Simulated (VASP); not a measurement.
A run of VASP 6.6.1 is set up as follows.

The input INCAR:

```
ALGO = Fast ; EDIFF = 1E-7
ENCUT = 520 ; GGA = CA
ISIF = 2 ; ISMEAR = 0
LASPH = T ; LCHARG = F
LREAL = F ; LWAVE = F
NBANDS = 13 ; NELM = 60
PREC = Accurate ; SIGMA = 0.15
```

File KPOINTS:

```
k-points
0
Gamma
  22 22 22
```

The input POSCAR:

```
Mo
1.0
   -0.7120601897      1.6762013889      1.6762013889
    1.6762013889     -0.7120601897      1.6762013889
    1.6762013889      1.6762013889     -0.7120601897
Mo
1
Direct
    0.0000000000      0.0000000000      0.0000000000
```

Potentials or basis: VASP PAW LDA potentials, release 64 (Mo_sv).

Command:

```bash
$ cat potpaw_LDA.64/Mo_sv/POTCAR > POTCAR
$ mpirun -np 1 vasp_std > vasp.out
```

(1) What does it give for the pressure?

(2) Estimate the band gap on the k mesh.

## Answers

(1) 26.6 GPa.

(2) zero (bands 7 and 8 overlap by 3.01 eV).

Caveat: the cell stands under pressure.
